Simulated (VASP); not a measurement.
## Al: single point with LDA

Al:

```
CELL_PARAMETERS angstrom
2.64617 0.00000 0.00000
0.00000 2.64617 0.00000
0.00000 0.00000 2.64617
ATOMIC_POSITIONS crystal
Al 0.00000 0.00000 0.00000
```

This cell differs from its parent crystal: volume scaled by 0.96.

| Property | Result |
| --- | --- |
| Program | VASP 6.6.1 |
| Task | single point |
| Functional | LDA |
| Potentials or basis | VASP PAW LDA potentials, release 64 (Al) |
| Cutoff | 520 eV |
| k mesh | 13 × 13 × 13 |
| Occupations | fermi-dirac, width 0.1 eV |
| Spin | no spin polarisation |
| Dipole correction | no |
| Further INCAR settings | ALGO = Normal; EDIFF = 1e-06; NBANDS = 8 |

The pressure is 2.9 GPa.

Levels at points of the mesh, in eV from the Fermi level:
```csv
k point,band 1,band 2,band 3,band 4,band 5,band 6
"(0.00, 0.00, 0.00)",-10.02,8.21,8.21,9.68,9.68,9.68
```

It took 4.2 s on 1 thread of Intel(R) Xeon(R) Platinum 8488C (Sapphire Rapids) (shared host), peak memory 0.11 GiB.
